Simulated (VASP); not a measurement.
AlCo3:

```
CELL_PARAMETERS angstrom
3.57495 0.00000 0.00000
0.00000 3.57495 0.00000
0.00000 0.00000 3.57495
ATOMIC_POSITIONS crystal
Al 0.00000 0.00000 0.00000
Co 0.50000 0.50000 0.00000
Co 0.50000 0.00000 0.50000
Co 0.00000 0.50000 0.50000
```

Base run:

```yaml
Program: VASP 6.6.1
Functional: PBEsol
Potentials_or_basis: VASP PAW PBE potentials, release 64 (Al, Co)
Cutoff: 520 eV
k_mesh: 12 × 12 × 12
Occupations: gaussian, width 0.3 eV
Spin: collinear spin, ferromagnetic start
Starting_moments: "[0.0, 1.48, 1.48, 1.48] μB"
```

Its results: pressure -7.4 GPa; net moment 3.76 μB per cell.

Task: The run is repeated on the same cell with these changes: occupations from gaussian, width 0.3 eV to fermi-dirac, width 0.5 eV. What comes out?

Result: Pressure -4.9 GPa; net moment 0.00 μB per cell.

Caveats: the PAW data sets were made with another functional, which shifts forces and pressure a little.
